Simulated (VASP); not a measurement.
# Hf (P-1) in VASP: further runs

The runs below take Hf through single point, with PBEsol.

Everything below comes from runs of VASP 6.6.1. Logs are shortened: lines on timing, memory, paths and dates and some standing lists are left out, and cuts for length are marked.

## 1. The cell of the first run

The typed cell holds 2 atoms: a = 3.197 Å, b = 3.197 Å, c = 5.058 Å, α = 90.00°, β = 90.00°, γ = 120.00°.

## 2. Single point, PBEsol (atom 1 (Hf) moved by (-0.600, -0.600) A along [1 1 0] and z)

Input file INCAR:

```
PREC = Accurate
ENCUT = 520
EDIFF = 1E-6
ISMEAR = 0
SIGMA = 0.15
LREAL = False
LASPH = True
NELM = 60
ALGO = Fast
ISIF = 2
LWAVE = False
LCHARG = True
GGA = PS
LELF = True
LVHAR = True
NBANDS = 17
```

Input file KPOINTS:

```
regular mesh
0
Gamma
  18 18 10
```

Input file POSCAR:

```
Hf
1.0
    3.1966985242      0.0000000000      0.0000000000
   -1.5983492621      2.7684221302      0.0000000000
    0.0000000000      0.0000000000      5.0578000000
Hf
2
Direct
    0.1239882738      0.5134154467      0.1313713472
    0.6666666667      0.3333333333      0.7500000000
```

Potentials or basis: VASP PAW PBE potentials, release 64 (Hf_pv).

Launch:

```sh
cat potpaw_PBE.64/Hf_pv/POTCAR > POTCAR
mpirun -np 1 vasp_std > vasp.out
```

OUTCAR:

```text
PREC = Accurate
   ENCUT = 520
   EDIFF = 1E-6
   ISMEAR = 0
   LREAL = False
   LASPH = True
   NELM = 60
   ISIF = 2
   GGA = PS

 ion  position               nearest neighbor table
   1  0.124  0.513  0.131-   2 2.31   2 2.84   2 3.01   2 3.38   2 3.76   2 3.82
   2  0.667  0.333  0.750-   1 2.31   1 2.84   1 3.01   1 3.38   1 3.76   1 3.82

  LATTYP: Found a hexagonal cell.
 ALAT       =     3.1966985242
 C/A-ratio  =     1.5821948681

  Lattice vectors:

 A1 = (   3.1966985242,   0.0000000000,   0.0000000000)
 A2 = (  -1.5983492621,   2.7684221302,   0.0000000000)
 A3 = (   0.0000000000,   0.0000000000,   5.0578000000)

Analysis of symmetry for initial positions (statically):
=====================================================================
 Subroutine PRICEL returns:
 Original cell was already a primitive cell.

 Routine SETGRP: Setting up the symmetry group for a
 hexagonal supercell.

 Subroutine GETGRP returns: Found  2 space group operations
 (whereof  1 operations were pure point group operations)
 out of a pool of 24 trial point group operations.

The static configuration has the point symmetry C_1 .
 The point group associated with its full space group is S_2 .

Analysis of symmetry for dynamics (positions and initial velocities):
=====================================================================
 Subroutine PRICEL returns:
 Original cell was already a primitive cell.

 Routine SETGRP: Setting up the symmetry group for a
 hexagonal supercell.

 Subroutine GETGRP returns: Found  2 space group operations
 (whereof  1 operations were pure point group operations)
 out of a pool of 24 trial point group operations.

The dynamic configuration has the point symmetry C_1 .
 The point group associated with its full space group is S_2 .

 Subroutine INISYM returns: Found  2 space group operations
 (whereof  1 operations are pure point group operations),
 and found     1 'primitive' translations

----------------------------------------------------------------------------------------

                                     Primitive cell

  volume of cell :      44.7606

  direct lattice vectors                    reciprocal lattice vectors
     3.196698524  0.000000000  0.000000000     0.312822743  0.180608295  0.000000000
    -1.598349262  2.768422130  0.000000000     0.000000000  0.361216589  0.000000000
     0.000000000  0.000000000  5.057800000     0.000000000  0.000000000  0.197714421

  length of vectors
     3.196698524  3.196698524  5.057800000     0.361216589  0.361216589  0.197714421

  position of ions in fractional coordinates (direct lattice)
     0.123988274  0.513415447  0.131371347
     0.666666667  0.333333333  0.750000000

  ion indices of the primitive-cell ions
   primitive index   ion index
                 1           1
                 2           2

----------------------------------------------------------------------------------------

 KPOINTS: regular mesh

Automatic generation of k-mesh.
 Grid dimensions read from file:
 generate k-points for:   18   18   10

 Generating k-lattice:

  Cartesian coordinates                     Fractional coordinates (reciprocal lattice)
     0.017379041  0.010033794  0.000000000     0.055555556  0.000000000  0.000000000
     0.000000000  0.020067588  0.000000000     0.000000000  0.055555556  0.000000000
     0.000000000  0.000000000  0.019771442     0.000000000  0.000000000  0.100000000

  Length of vectors
     0.020067588  0.020067588  0.019771442

  Shift w.r.t. Gamma in fractional coordinates (k-lattice)
     0.000000000  0.000000000  0.000000000

 Subroutine IBZKPT returns following result:
 ===========================================

 Found   1624 irreducible k-points:

 Following reciprocal coordinates:
            Coordinates               Weight
  0.000000  0.000000  0.000000      1.000000
  0.055556  0.000000  0.000000      2.000000
  0.000000  0.055556  0.000000      2.000000
 -0.055556  0.055556  0.000000      2.000000
  0.111111  0.000000  0.000000      2.000000
  0.000000  0.111111  0.000000      2.000000
[... 16 lines left out ...]
  0.444444 -0.000000  0.000000      2.000000
  0.000000  0.444444  0.000000      2.000000
 [... further k-points ...]
   k-points           NKPTS =   1624   k-points in BZ     NKDIM =   1624   number of bands    NBANDS=     17
   number of dos      NEDOS =    301   number of ions     NIONS =      2
   total plane-waves  NPLWV =  23040
   dimension x,y,z NGX =    24 NGY =   24 NGZ =   40
   dimension x,y,z NGXF=    48 NGYF=   48 NGZF=   80
   ions per type =               2
   NGX,Y,Z   is equivalent  to a cutoff of  12.48, 12.48, 13.15 a.u.
   NGXF,Y,Z  is equivalent  to a cutoff of  24.96, 24.96, 26.30 a.u.
 SYSTEM =  unknown system
   PREC   = accura    normal or accurate (medium, high low for compatibility)
   ISTART =      0    job   : 0-new  1-cont  2-samecut
   ICHARG =      2    charge: 1-file 2-atom 10-const
   ISPIN  =      1    spin polarized calculation?
   LNONCOLLINEAR =      F non collinear calculations
   LSORBIT =      F    spin-orbit coupling
   LASPH  =      T    aspherical Exc in radial PAW
   ENCUT  =  520.0 eV  38.22 Ry    6.18 a.u.   5.94  5.94  9.40*2*pi/ulx,y,z
   NELM   =     60;   NELMIN=  2; NELMDL= -5     # of ELM steps
   EDIFF  = 0.1E-05   stopping-criterion for ELM
   LREAL  =      F    real-space projection
   EDIFFG = 0.1E-04   stopping-criterion for IOM
   NSW    =      0    number of steps for IOM
   IBRION =     -1    ionic relax: 0-MD 1-quasi-New 2-CG
   NFREE  =      0    steps in history (QN), initial steepest desc. (CG)
   ISIF   =      2    stress and relaxation
   ISYM   =      2    0-nonsym 1-usesym 2-fastsym
   POTIM  = 0.5000    time-step for ionic-motion
   TEBEG  =    0.0;   TEEND  =   0.0 temperature during run
   PSTRESS=    0.0 pullay stress
   NELECT =      20.0000    total number of electrons
   NUPDOWN=      -1.0000    fix difference up-down
   EMIN   =  10.00;   EMAX   =-10.00  energy-range for DOS
   EFERMI =   0.00;   METHOD = LEGACY
   ISMEAR =     0;   SIGMA  =   0.15  broadening in eV -4-tet -1-fermi 0-gaus
   EFERMI_NEDOS =   21; number of points for ismear=-14 and -15
   IALGO  =     68    algorithm
   IMIX   =      4    mixing-type and parameters
     AMIX     =   0.40;   BMIX     =  1.00
     AMIX_MAG =   1.60;   BMIX_MAG =  1.00
  volume/ion in A,a.u.               =      22.38       151.03
  Fermi-wavevector in a.u.,A,eV,Ry     =   1.251564  2.365112 21.312324  1.566412
  Thomas-Fermi vector in A             =   2.385505
   LORBIT       =      0    0 simple, 1 ext, 2 COOP (PROOUT), +10 PAW based schemes
   GGA     = PS    functional components
   LHFCALC =     F    Hartree Fock is set to
   AEXX    =    0.0000 exact exchange contribution
   IVDW    =     0    specifies the selected vdW correction
   LEPSILON=     F    determine dielectric tensor
   LRPA    =     F    only Hartree local field effects (RPA)
 non-spin polarized calculation
 RMM-DIIS sequential band-by-band and
 Gauss-broadening in eV      SIGMA  =   0.15
  energy-cutoff  :      520.00
  volume of cell :       44.76
 maximum number of plane-waves:      1236
   NGX = 11   NGY = 11   NGZ = 19

 number of electron      20.0000002 magnetization

 Free energy of the ion-electron system (eV)
  ---------------------------------------------------
  ext. energy  EPLUGINS =         0.00000000
  ---------------------------------------------------
  free energy    TOTEN  =       -19.26273900 eV

  energy without entropy =      -19.24416167  energy(sigma->0) =      -19.25345033

 E-fermi :   4.4342     XC(G=0): -11.2237

 val. band max:        4.4336413754   @ k =  -0.1111   0.1667  -0.1000
 cond. band min:       4.4343961228   @ k =  -0.2778  -0.1111   0.3000
 fundamental gap:      0.0007547474
 Fermi energy:         4.4341505197

 k-point     1 :       0.0000    0.0000    0.0000
  band No.  band energies     occupation
      1     -27.4838      2.00000
      2     -25.6502      2.00000
      3     -25.6351      2.00000
      4     -25.4553      2.00000
      5     -25.4148      2.00000
      6     -24.7009      2.00000
[... 9 lines left out ...]
     16       9.1794      0.00000
     17      10.0450      0.00000

 k-point     2 :       0.0556    0.0000    0.0000
  band No.  band energies     occupation
      1     -27.4838      2.00000
      2     -25.6954      2.00000
      3     -25.6466      2.00000
      4     -25.4409      2.00000
      5     -25.4096      2.00000
      6     -24.7046      2.00000
[... 9 lines left out ...]
     16       9.1161      0.00000
     17      10.1691      0.00000

 k-point     3 :       0.0000    0.0556    0.0000
  band No.  band energies     occupation
      1     -27.4819      2.00000
      2     -25.6823      2.00000
      3     -25.6324      2.00000
      4     -25.4806      2.00000
      5     -25.4012      2.00000
      6     -24.7018      2.00000
[... 9 lines left out ...]
     16       9.6596      0.00000
     17      10.0012      0.00000

 k-point     4 :      -0.0556    0.0556    0.0000
  band No.  band energies     occupation
      1     -27.4826      2.00000
      2     -25.7063      2.00000
      3     -25.6225      2.00000
      4     -25.4571      2.00000
      5     -25.4098      2.00000
      6     -24.7022      2.00000
[... 9 lines left out ...]
     16       9.2934      0.00000
     17       9.7588      0.00000
[... 343 lines left out ...]
      1     -27.4753      2.00000
      2     -26.4193      2.00000
      3     -25.7354      2.00000
      4     -25.6466      2.00000
      5     -25.4543      2.00000
      6     -24.7478      2.00000
[... 9 lines left out ...]
     16       9.8060      0.00000
     17      10.1465      0.00000

 k-point    23 :       0.4444   -0.0000    0.0000
  band No.  band energies     occupation
      1     -27.5545      2.00000
      2     -26.3762      2.00000
      3     -25.9511      2.00000
      4     -25.5053      2.00000
      5     -25.3682      2.00000
      6     -24.8472      2.00000
[... 9 lines left out ...]
     16      10.7817      0.00000
     17      11.5856      0.00000

 k-point    24 :       0.0000    0.4444    0.0000
  band No.  band energies     occupation
      1     -27.4386      2.00000
      2     -26.4100      2.00000
      3     -25.8094      2.00000
      4     -25.6111      2.00000
      5     -25.5675      2.00000
      6     -24.7392      2.00000
[... 9 lines left out ...]
     16      10.6173      0.00000
     17      10.8077      0.00000

 [... further k-points ...]
[... 5 lines left out ...]
  --------------------------------------------------------------------------------------
  -------------------------------------------------------------------------------------
  Total        2.3520827     -1.4960801      6.3974342      1.4664922      1.6807790      3.1112913
  in kB       84.1913589    -53.5512723    228.9922415     52.4921905     60.1624548    111.3667666
  external PRESSURE =      86.5441094 kB  Pullay stress =       0.0000000 kB

 VOLUME and BASIS-vectors are now :
 -----------------------------------------------------------------------------
  energy-cutoff  :      520.00
  volume of cell :       44.76
      direct lattice vectors                 reciprocal lattice vectors
     3.196698524  0.000000000  0.000000000     0.312822743  0.180608295  0.000000000
    -1.598349262  2.768422130  0.000000000     0.000000000  0.361216589  0.000000000
     0.000000000  0.000000000  5.057800000     0.000000000  0.000000000  0.197714421

 POSITION                                       TOTAL-FORCE (eV/Angst)
 -----------------------------------------------------------------------------------
     -0.42426      1.42135      0.66445         1.824948      0.962320      5.796845
      1.59835      0.92281      3.79335        -1.824948     -0.962320     -5.796845
 -----------------------------------------------------------------------------------
    total drift:                                0.000001     -0.000001     -0.000004

  FREE ENERGIE OF THE ION-ELECTRON SYSTEM (eV)
  ---------------------------------------------------
  free  energy   TOTEN  =       -19.2627389976 eV

  energy  without entropy=      -19.2441616653  energy(sigma->0) =      -19.25345033
```

Wall time 5.7 min (1 thread of Intel Xeon 6975P-C (Granite Rapids), shared host); peak memory 1 GiB.

Results:

* Free energy: -19.2627 eV
* Pressure: 8.7 GPa
* Largest force: 6.153 eV/Å
* Band gap on the k mesh: zero (bands 10 and 11 overlap by 1.34 eV)

Forces in eV/Å, atoms in the order of the input:
```
Hf   1.825  0.962  5.797
Hf  -1.825 -0.962 -5.797
```

Stress tensor (GPa, compression positive):
```
 8.42  5.25 11.14
 5.25 -5.36  6.02
11.14  6.02 22.90
```

Caveat: the cell differs from its parent crystal (atom 1 (Hf) moved by (-0.600, -0.600) A along [1 1 0] and z); the cell stands under pressure; the PAW data sets were made with another functional, which shifts forces and pressure a little; spin-orbit coupling is left out, which moves the levels of the heavy elements.

## 3. Single point, PBEsol (atom 1 (Hf) moved by (+0.600, -0.600) A along [1 1 0] and z)

Input file INCAR:

```
SYSTEM = Hf
PREC = Accurate ; ENCUT = 520
EDIFF = 1E-6 ; ISMEAR = 0
SIGMA = 0.15 ; LREAL = .FALSE.
LASPH = .TRUE. ; NELM = 80
ALGO = Fast ; ISIF = 2
LWAVE = .FALSE. ; LCHARG = .FALSE.
GGA = PS ; NBANDS = 17
```

Input file KPOINTS:

```
regular mesh
0
G
  18 18 10
  0 0 0
```

Changes to POSCAR since step 2:

```diff
@@ -8,3 +8,3 @@
 Direct
-    0.1239882738      0.5134154467      0.1313713472
+    0.5426783929      0.8199178866      0.1313713472
     0.6666666667      0.3333333333      0.7500000000
```

Potentials or basis: VASP PAW PBE potentials, release 64 (Hf_pv).

Launch:

```sh
cat potpaw_PBE.64/Hf_pv/POTCAR > POTCAR
mpirun -np 1 vasp_std > vasp.out
```

Run time: 18 min. Hardware: 1 thread of Intel Xeon 8259CL, shared host; peak memory 1 GiB.

Results (log left out):

```yaml
Free_energy: -19.4652 eV
Pressure: 8.5 GPa
Largest_force: 5.456 eV/Å
Band_gap_on_the_k_mesh: zero (bands 10 and 11 overlap by 1.24 eV)
```

Forces in eV/Å, atoms in the order of the input:
```
Hf  -0.292 -0.807  5.388
Hf   0.292  0.807 -5.388
```

Stress tensor (GPa, compression positive):
```
-3.40 -7.52 -1.52
-7.52  8.22 -5.16
-1.52 -5.16 20.77
```

Levels at points of the mesh, in eV from the Fermi level:
```csv
k point,band 7,band 8,band 9,band 10,band 11,band 12,band 13,band 14
"(0.00, 0.00, 0.00)",-6.83,-3.68,-0.60,0.49,0.88,1.51,1.80,3.38
"(0.50, 0.00, 0.00)",-3.44,-3.22,-2.33,0.10,0.16,2.33,4.21,5.48
"(0.00, 0.50, 0.00)",-2.99,-2.44,-0.55,-0.03,0.13,0.91,2.48,5.26
"(0.50, 0.50, 0.00)",-2.85,-2.78,-0.84,-0.15,0.32,1.09,3.09,4.71
"(0.00, 0.00, 0.50)",-5.46,-4.41,-1.71,0.58,0.72,1.19,1.58,3.35
"(0.50, 0.00, 0.50)",-2.97,-2.46,-1.86,-0.71,0.82,1.12,3.92,4.28
"(0.00, 0.50, 0.50)",-3.36,-3.03,-1.28,-0.33,1.79,1.86,3.22,4.67
"(0.50, 0.50, 0.50)",-3.34,-3.02,-1.20,-0.80,1.76,1.89,4.15,4.16
```

Caveat: the cell differs from its parent crystal (atom 1 (Hf) moved by (+0.600, -0.600) A along [1 1 0] and z); the cell stands under pressure; the PAW data sets were made with another functional, which shifts forces and pressure a little; spin-orbit coupling is left out, which moves the levels of the heavy elements.
